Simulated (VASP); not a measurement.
Here is a VASP 6.6.1 calculation.

The input INCAR:

```
ALGO = Normal
EDIFF = 1E-6
ENCUT = 520
ISIF = 2
ISMEAR = 0
LASPH = T
LCHARG = F
LREAL = F
LWAVE = F
NBANDS = 10
NELM = 80
PREC = Accurate
SIGMA = 0.15
```

File KPOINTS:

```
k-points
0
Gamma
  16 16 12
```

POSCAR

```
MgSi
1.0
    2.9083940000      0.0000000000      0.0000000000
    0.0000000000      2.9083940000      0.0000000000
    0.0000000000      0.0000000000      4.1034270000
Mg Si
1 1
Direct
    0.0000000000      0.0000000000     -0.0182774057
    0.5000000000      0.5000000000      0.5000000000
```

Potentials or basis: VASP PAW LDA potentials, release 64 (Mg, Si).

Command:

```bash
$ cat potpaw_LDA.64/Mg/POTCAR potpaw_LDA.64/Si/POTCAR > POTCAR
$ mpirun -np 1 vasp_std > vasp.out
```

**Question.** Predict the pressure.

**Answer.** -3.5 GPa.

**Question.** Predict the largest force.

**Answer.** 0.256 eV/Å.

**Question.** Estimate the band gap on the k mesh.

**Answer.** Zero (bands 3 and 4 overlap by 6.38 eV).

Forces on the atoms (eV/Å):
```
Mg   0.000  0.000  0.256
Si   0.000  0.000 -0.256
```

Caveat: the cell differs from its parent crystal (all Mg atoms moved +0.075 Å, as atom 1 towards its neighbour atom 1 (Mg) at 4.103 Å); the cell stands under tension.
